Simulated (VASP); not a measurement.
# Zr2N (P4_2/mnm) in VASP: further runs

The runs below take Zr2N through single point, with PBEsol.

Everything below comes from runs of VASP 6.6.1. Logs are shortened: lines on timing, memory, paths and dates and some standing lists are left out, and cuts for length are marked.

### Step 1. The cell of the first run

It takes space group P4_2/mnm (No. 136, tetragonal). The conventional cell has a = 5.669 Å, b = 5.669 Å, c = 2.937 Å, α = 90.00°, β = 90.00°, γ = 90.00°. Zr (site symmetry m2m) has 3 N at 2.20 to 2.38 Å within 2.9 Å. N (site symmetry mmm) has 6 Zr at 2.20 to 2.38 Å within 2.9 Å.

### Step 2. Single point, PBEsol

Input file INCAR:

```
  ALGO = Normal
  EDIFF = 1E-6
  ENCUT = 520
  GGA = PS
  ISIF = 2
  ISMEAR = 0
  LASPH = T
  LCHARG = F
  LREAL = F
  LWAVE = F
  NBANDS = 38
  NELM = 100
  PREC = Accurate
  SIGMA = 0.15
```

Input file KPOINTS:

```
k-points
0
Gamma
  10 10 16
```

Input file POSCAR:

```
Zr2N
1.0
    5.6689843049      0.0000000000      0.0000000000
    0.0000000000      5.6689843049      0.0000000000
    0.0000000000      0.0000000000      2.9365805841
Zr N
4 2
Direct
    0.2962523428      0.2962523428      0.0000000000
    0.7037476572      0.7037476572      0.0000000000
    0.7962523428      0.2037476572      0.5000000000
    0.2037476572      0.7962523428      0.5000000000
    0.0000000000      0.0000000000      0.0000000000
    0.5000000000      0.5000000000      0.5000000000
```

Potentials or basis: VASP PAW PBE potentials, release 64 (Zr_sv, N).

Command:

```sh
$ cat potpaw_PBE.64/Zr_sv/POTCAR potpaw_PBE.64/N/POTCAR > POTCAR
$ mpirun -np 1 vasp_std > vasp.out
```

OUTCAR:

```text
EDIFF = 1E-6
   ENCUT = 520
   GGA = PS
   ISIF = 2
   ISMEAR = 0
   LASPH = T
   LREAL = F
   NELM = 100
   PREC = Accurate

 ion  position               nearest neighbor table
   1  0.296  0.296  0.000-   6 2.20   6 2.20   5 2.38   4 3.24   3 3.24   4 3.24   3 3.24   4 3.24
                             4 3.24   3 3.24   3 3.24   2 3.27
   2  0.704  0.704  0.000-   6 2.20   6 2.20   5 2.38   4 3.24   3 3.24   4 3.24   3 3.24   3 3.24
                             3 3.24   4 3.24   4 3.24   1 3.27
   3  0.796  0.204  0.500-   5 2.20   5 2.20   6 2.38   2 3.24   1 3.24   2 3.24   1 3.24   2 3.24
                             2 3.24   1 3.24   1 3.24   4 3.27
   4  0.204  0.796  0.500-   5 2.20   5 2.20   6 2.38   2 3.24   1 3.24   2 3.24   1 3.24   1 3.24
                             1 3.24   2 3.24   2 3.24   3 3.27
   5  0.000  0.000  0.000-   3 2.20   4 2.20   3 2.20   4 2.20   1 2.38   2 2.38
   6  0.500  0.500  0.500-   1 2.20   2 2.20   1 2.20   2 2.20   3 2.38   4 2.38

  LATTYP: Found a simple tetragonal cell.
 ALAT       =     5.6689843049
 C/A-ratio  =     0.5180082403

  Lattice vectors:

 A1 = (   5.6689843049,   0.0000000000,   0.0000000000)
 A2 = (   0.0000000000,   5.6689843049,   0.0000000000)
 A3 = (   0.0000000000,   0.0000000000,   2.9365805841)

Analysis of symmetry for initial positions (statically):
=====================================================================
 Subroutine PRICEL returns:
 Original cell was already a primitive cell.

 Routine SETGRP: Setting up the symmetry group for a
 simple tetragonal supercell.

 Subroutine GETGRP returns: Found 16 space group operations
 (whereof  8 operations were pure point group operations)
 out of a pool of 16 trial point group operations.

The static configuration has the point symmetry D_2h.
 The point group associated with its full space group is D_4h.

Analysis of symmetry for dynamics (positions and initial velocities):
=====================================================================
 Subroutine PRICEL returns:
 Original cell was already a primitive cell.

 Routine SETGRP: Setting up the symmetry group for a
 simple tetragonal supercell.

 Subroutine GETGRP returns: Found 16 space group operations
 (whereof  8 operations were pure point group operations)
 out of a pool of 16 trial point group operations.

The dynamic configuration has the point symmetry D_2h.
 The point group associated with its full space group is D_4h.

 Subroutine INISYM returns: Found 16 space group operations
 (whereof  8 operations are pure point group operations),
 and found     1 'primitive' translations

----------------------------------------------------------------------------------------

                                     Primitive cell

  volume of cell :      94.3740

  direct lattice vectors                    reciprocal lattice vectors
     5.668984305  0.000000000  0.000000000     0.176398442  0.000000000  0.000000000
     0.000000000  5.668984305  0.000000000     0.000000000  0.176398442  0.000000000
     0.000000000  0.000000000  2.936580584     0.000000000  0.000000000  0.340532116

  length of vectors
     5.668984305  5.668984305  2.936580584     0.176398442  0.176398442  0.340532116

  position of ions in fractional coordinates (direct lattice)
     0.296252343  0.296252343  0.000000000
     0.703747657  0.703747657  0.000000000
     0.796252343  0.203747657  0.500000000
     0.203747657  0.796252343  0.500000000
     0.000000000  0.000000000  0.000000000
     0.500000000  0.500000000  0.500000000

  ion indices of the primitive-cell ions
   primitive index   ion index
                 1           1
                 2           2
                 3           3
                 4           4
                 5           5
                 6           6

----------------------------------------------------------------------------------------

 KPOINTS: k-points

Automatic generation of k-mesh.
 Grid dimensions read from file:
 generate k-points for:   10   10   16

 Generating k-lattice:

  Cartesian coordinates                     Fractional coordinates (reciprocal lattice)
     0.017639844  0.000000000  0.000000000     0.100000000  0.000000000  0.000000000
     0.000000000  0.017639844  0.000000000     0.000000000  0.100000000  0.000000000
     0.000000000  0.000000000  0.021283257     0.000000000  0.000000000  0.062500000

  Length of vectors
     0.017639844  0.017639844  0.021283257

  Shift w.r.t. Gamma in fractional coordinates (k-lattice)
     0.000000000  0.000000000  0.000000000

 Subroutine IBZKPT returns following result:
 ===========================================

 Found    189 irreducible k-points:

 Following reciprocal coordinates:
            Coordinates               Weight
  0.000000  0.000000  0.000000      1.000000
  0.100000  0.000000  0.000000      4.000000
  0.200000  0.000000  0.000000      4.000000
  0.300000  0.000000  0.000000      4.000000
  0.400000  0.000000  0.000000      4.000000
  0.500000  0.000000  0.000000      2.000000
[... 16 lines left out ...]
  0.100000  0.000000  0.062500      8.000000
  0.200000  0.000000  0.062500      8.000000
 [... further k-points ...]
   k-points           NKPTS =    189   k-points in BZ     NKDIM =    189   number of bands    NBANDS=     38
   number of dos      NEDOS =    301   number of ions     NIONS =      6
   total plane-waves  NPLWV =  42336
   dimension x,y,z NGX =    42 NGY =   42 NGZ =   24
   dimension x,y,z NGXF=    84 NGYF=   84 NGZF=   48
   ions per type =               4   2
   NGX,Y,Z   is equivalent  to a cutoff of  12.32, 12.32, 13.59 a.u.
   NGXF,Y,Z  is equivalent  to a cutoff of  24.63, 24.63, 27.17 a.u.
 SYSTEM =  unknown system
   PREC   = accura    normal or accurate (medium, high low for compatibility)
   ISTART =      0    job   : 0-new  1-cont  2-samecut
   ICHARG =      2    charge: 1-file 2-atom 10-const
   ISPIN  =      1    spin polarized calculation?
   LNONCOLLINEAR =      F non collinear calculations
   LSORBIT =      F    spin-orbit coupling
   LASPH  =      T    aspherical Exc in radial PAW
   ENCUT  =  520.0 eV  38.22 Ry    6.18 a.u.  10.54 10.54  5.46*2*pi/ulx,y,z
   NELM   =    100;   NELMIN=  2; NELMDL= -5     # of ELM steps
   EDIFF  = 0.1E-05   stopping-criterion for ELM
   LREAL  =      F    real-space projection
   EDIFFG = 0.1E-04   stopping-criterion for IOM
   NSW    =      0    number of steps for IOM
   IBRION =     -1    ionic relax: 0-MD 1-quasi-New 2-CG
   NFREE  =      0    steps in history (QN), initial steepest desc. (CG)
   ISIF   =      2    stress and relaxation
   ISYM   =      2    0-nonsym 1-usesym 2-fastsym
   POTIM  = 0.5000    time-step for ionic-motion
   TEBEG  =    0.0;   TEEND  =   0.0 temperature during run
   PSTRESS=    0.0 pullay stress
   NELECT =      58.0000    total number of electrons
   NUPDOWN=      -1.0000    fix difference up-down
   EMIN   =  10.00;   EMAX   =-10.00  energy-range for DOS
   EFERMI =   0.00;   METHOD = LEGACY
   ISMEAR =     0;   SIGMA  =   0.15  broadening in eV -4-tet -1-fermi 0-gaus
   EFERMI_NEDOS =   21; number of points for ismear=-14 and -15
   IALGO  =     38    algorithm
   IMIX   =      4    mixing-type and parameters
     AMIX     =   0.40;   BMIX     =  1.00
     AMIX_MAG =   1.60;   BMIX_MAG =  1.00
  volume/ion in A,a.u.               =      15.73       106.14
  Fermi-wavevector in a.u.,A,eV,Ry     =   1.391874  2.630261 26.358758  1.937314
  Thomas-Fermi vector in A             =   2.515671
   LORBIT       =      0    0 simple, 1 ext, 2 COOP (PROOUT), +10 PAW based schemes
   GGA     = PS    functional components
   LHFCALC =     F    Hartree Fock is set to
   AEXX    =    0.0000 exact exchange contribution
   IVDW    =     0    specifies the selected vdW correction
   LEPSILON=     F    determine dielectric tensor
   LRPA    =     F    only Hartree local field effects (RPA)
 non-spin polarized calculation
 Gauss-broadening in eV      SIGMA  =   0.15
  energy-cutoff  :      520.00
  volume of cell :       94.37
 maximum number of plane-waves:      2567
   NGX = 21   NGY = 21   NGZ = 11

 number of electron      57.9999997 magnetization

 Free energy of the ion-electron system (eV)
  ---------------------------------------------------
  ext. energy  EPLUGINS =         0.00000000
  ---------------------------------------------------
  free energy    TOTEN  =       -60.39169390 eV

  energy without entropy =      -60.33532134  energy(sigma->0) =      -60.36350762

 E-fermi :   9.9147     XC(G=0): -11.9377

 val. band max:        9.9119412379   @ k =   0.3000   0.2000   0.4375
 cond. band min:       9.9197785765   @ k =   0.5000   0.0000   0.2500
 fundamental gap:      0.0078373386
 Fermi energy:         9.9146919281

 k-point     1 :       0.0000    0.0000    0.0000
  band No.  band energies     occupation
      1     -38.6582      2.00000
      2     -38.5394      2.00000
      3     -38.5394      2.00000
      4     -38.4747      2.00000
      5     -17.6245      2.00000
      6     -17.0404      2.00000
[... 30 lines left out ...]
     37      12.5045      0.00000
     38      13.2463      0.00000

 k-point     2 :       0.1000    0.0000    0.0000
  band No.  band energies     occupation
      1     -38.6555      2.00000
      2     -38.5426      2.00000
      3     -38.5377      2.00000
      4     -38.4761      2.00000
      5     -17.6084      2.00000
      6     -17.0384      2.00000
[... 30 lines left out ...]
     37      12.5835      0.00000
     38      13.3538      0.00000

 k-point     3 :       0.2000    0.0000    0.0000
  band No.  band energies     occupation
      1     -38.6475      2.00000
      2     -38.5517      2.00000
      3     -38.5328      2.00000
      4     -38.4801      2.00000
      5     -17.5624      2.00000
      6     -17.0644      2.00000
[... 30 lines left out ...]
     37      12.7896      0.00000
     38      13.6414      0.00000

 k-point     4 :       0.3000    0.0000    0.0000
  band No.  band energies     occupation
      1     -38.6350      2.00000
      2     -38.5655      2.00000
      3     -38.5252      2.00000
      4     -38.4867      2.00000
      5     -17.4922      2.00000
      6     -17.1354      2.00000
[... 30 lines left out ...]
     37      13.0825      0.00000
     38      14.0505      0.00000
[... 703 lines left out ...]
      4     -38.4713      2.00000
      5     -17.6076      2.00000
      6     -17.0283      2.00000
[... 30 lines left out ...]
     37      12.6333      0.00000
     38      13.4462      0.00000

 k-point    23 :       0.1000    0.0000    0.0625
  band No.  band energies     occupation
      1     -38.6488      2.00000
      2     -38.5375      2.00000
      3     -38.5327      2.00000
      4     -38.4726      2.00000
      5     -17.5917      2.00000
      6     -17.0264      2.00000
[... 30 lines left out ...]
     37      12.6930      0.00000
     38      13.5461      0.00000

 k-point    24 :       0.2000    0.0000    0.0625
  band No.  band energies     occupation
      1     -38.6409      2.00000
      2     -38.5465      2.00000
      3     -38.5279      2.00000
      4     -38.4765      2.00000
      5     -17.5463      2.00000
      6     -17.0521      2.00000
[... 30 lines left out ...]
     37      12.8706      0.00000
     38      13.8189      0.00000

 [... further k-points ...]
[... 5 lines left out ...]
  --------------------------------------------------------------------------------------
  -------------------------------------------------------------------------------------
  Total       -6.9819857     -6.9819857     18.9836939     -0.0000000      0.0000000      0.0000000
  in kB     -118.5324077   -118.5324077    322.2840942     -0.0000000      0.0000000      0.0000000
  external PRESSURE =      28.4064263 kB  Pullay stress =       0.0000000 kB

 VOLUME and BASIS-vectors are now :
 -----------------------------------------------------------------------------
  energy-cutoff  :      520.00
  volume of cell :       94.37
      direct lattice vectors                 reciprocal lattice vectors
     5.668984305  0.000000000  0.000000000     0.176398442  0.000000000  0.000000000
     0.000000000  5.668984305  0.000000000     0.000000000  0.176398442  0.000000000
     0.000000000  0.000000000  2.936580584     0.000000000  0.000000000  0.340532116

 POSITION                                       TOTAL-FORCE (eV/Angst)
 -----------------------------------------------------------------------------------
      1.67945      1.67945      0.00000         0.016647      0.016647     -0.000000
      3.98953      3.98953      0.00000        -0.016647     -0.016647      0.000000
      4.51394      1.15504      1.46829         0.016647     -0.016647      0.000000
      1.15504      4.51394      1.46829        -0.016647      0.016647     -0.000000
      0.00000      0.00000      0.00000         0.000000      0.000000     -0.000000
      2.83449      2.83449      1.46829         0.000000      0.000000     -0.000000
 -----------------------------------------------------------------------------------
    total drift:                                0.000000     -0.000000      0.000000

  FREE ENERGIE OF THE ION-ELECTRON SYSTEM (eV)
  ---------------------------------------------------
  free  energy   TOTEN  =       -60.3916939010 eV

  energy  without entropy=      -60.3353213446  energy(sigma->0) =      -60.36350762
```

It took 5 min on 1 thread of Intel Xeon 6975P-C (Granite Rapids), shared host; peak memory 0.56 GiB.

What came out:

- Free energy: -60.3917 eV
- Pressure: 2.8 GPa
- Largest force: 0.024 eV/Å
- Band gap on the k mesh: zero (band 29 reaches 10.67 eV, above the bottom of band 30 at 9.21 eV)

Forces in eV/Å, atoms in the order of the input:
```
Zr   0.017  0.017  0.000
Zr  -0.017 -0.017  0.000
Zr   0.017 -0.017  0.000
Zr  -0.017  0.017  0.000
N    0.000  0.000  0.000
N    0.000  0.000  0.000
```

Caveat: the PAW data sets were made with another functional, which shifts forces and pressure a little.

### Step 3. Single point, PBEsol

This run uses another cell than the first one, of the same volume but with other edges.

Input file INCAR:

```
SYSTEM = Zr2N
PREC = Accurate
ENCUT = 520
EDIFF = 1E-6
ISMEAR = 0
SIGMA = 0.15
LREAL = .False.
LASPH = .True.
NELM = 100
ALGO = Normal
ISIF = 2
LWAVE = .False.
LCHARG = .False.
GGA = PS
NBANDS = 38
```

Input file KPOINTS:

```
regular mesh
0
Gamma
  10 10 16
  0 0 0
```

POSCAR: that of step 2 with these lines changed.

```diff
@@ -2,5 +2,5 @@
 1.0
-    5.6689843049      0.0000000000      0.0000000000
-    0.0000000000      5.6689843049      0.0000000000
-    0.0000000000      0.0000000000      2.9365805841
+    5.0534093686      0.0000000000      0.0000000000
+    0.0000000000      5.0534093686      0.0000000000
+    0.0000000000      0.0000000000      3.6955873336
 Zr N
```

Potentials or basis: VASP PAW PBE potentials, release 64 (Zr_sv, N).

Command:

```sh
$ cat potpaw_PBE.64/Zr_sv/POTCAR potpaw_PBE.64/N/POTCAR > POTCAR
$ mpirun -np 1 vasp_std > vasp.out
```

Wall time 4.4 min (1 thread of Intel Xeon 6975P-C (Granite Rapids), shared host); peak memory 0.57 GiB.

It converged, with:

```
Free energy            : -60.4890 eV
Pressure               : 1.1 GPa
Largest force          : 0.313 eV/Å
Band gap on the k mesh : zero (band 29 reaches 10.57 eV, above the bottom of band 30 at 9.06 eV)
```

Forces on the atoms (eV/Å):
```
Zr  -0.221 -0.221  0.000
Zr   0.221  0.221  0.000
Zr  -0.221  0.221  0.000
Zr   0.221 -0.221  0.000
N    0.000  0.000  0.000
N    0.000  0.000  0.000
```

Stress tensor (GPa, compression positive):
```
 11.84   0.00   0.00
  0.00  11.84   0.00
  0.00   0.00 -20.45
```

Levels at points of the mesh, in eV from the Fermi level:
| k point | band 27 | band 28 | band 29 | band 30 | band 31 | band 32 |
| --- | --- | --- | --- | --- | --- | --- |
| (0.00, 0.00, 0.00) | -0.61 | 0.52 | 0.52 | 0.79 | 1.29 | 1.29 |
| (0.50, 0.00, 0.00) | -0.84 | -0.84 | 0.30 | 0.30 | 1.45 | 1.45 |
| (0.50, 0.50, 0.00) | -0.85 | -0.85 | 0.46 | 0.46 | 0.58 | 0.58 |
| (0.00, 0.00, 0.50) | -1.00 | -1.00 | -0.86 | -0.86 | 1.98 | 1.98 |
| (0.50, 0.00, 0.50) | -1.08 | -1.08 | -0.80 | -0.80 | 1.45 | 1.45 |
| (0.50, 0.50, 0.50) | -0.61 | -0.61 | -0.40 | -0.40 | 1.42 | 1.42 |

Caveat: the PAW data sets were made with another functional, which shifts forces and pressure a little.
